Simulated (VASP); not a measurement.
Wanted: the native input for a VASP 6.6.1 run.

```
Task                   : single point
Functional             : PBE
Potentials or basis    : VASP PAW PBE potentials, release 64 (Cd, O)
Cutoff                 : 520 eV
k mesh                 : 12 × 12 × 4
Occupations            : gaussian, width 0.1 eV
Spin                   : no spin polarisation
Dipole correction      : no
Further INCAR settings : ALGO = Normal; EDIFF = 1e-06; NBANDS = 45
```

The structure of Cd5O2 lies in POSCAR:

```
Cd5O2
1.0
    3.3574763356      0.0000000000      0.0000000000
   -1.6787381678      2.9076597992      0.0000000000
    0.0000000000      0.0000000000     12.7565072160
Cd O
5 2
Direct
    0.0000000000      0.0000000000      0.0000000000
    0.3333333333      0.6666666667      0.2198482733
    0.6666666667      0.3333333333      0.7801517267
    0.6666666667      0.3333333333      0.4070740546
    0.3333333333      0.6666666667      0.5929259454
    0.3333333333      0.6666666667      0.8909591961
    0.6666666667      0.3333333333      0.1090408039
```

The input as run:

INCAR

```
ALGO     = Normal         # electronic algorithm
EDIFF    = 1E-6           # SCF threshold, eV
ENCUT    = 520            # plane-wave cutoff, eV
GGA      = PE             # functional
ISIF     = 2              # what is computed and relaxed
ISMEAR   = 0              # smearing method
LASPH    = True           # aspherical terms in the spheres
LCHARG   = False          # write CHGCAR
LREAL    = False          # projectors in reciprocal space
LWAVE    = False          # write WAVECAR
NBANDS   = 45             # bands
NELM     = 60             # most SCF steps
PREC     = Accurate       # precision mode
SIGMA    = 0.1            # smearing width, eV
```

KPOINTS

```
k-points
0
Gamma
  12 12 4
```

Potentials or basis: VASP PAW PBE potentials, release 64 (Cd, O).

Command:

```bash
$ cat potpaw_PBE.64/Cd/POTCAR potpaw_PBE.64/O/POTCAR > POTCAR
$ mpirun -np 1 vasp_std > vasp.out
```

It gave:

* Pressure: 0.6 GPa
* Largest force: 0.054 eV/Å
* Band gap on the k mesh: zero (bands 36 and 37 overlap by 1.98 eV)

Run time: 4.5 min on 1 thread of Intel(R) Xeon(R) 6975P-C (Granite Rapids) (shared host), peak memory 0.44 GiB.
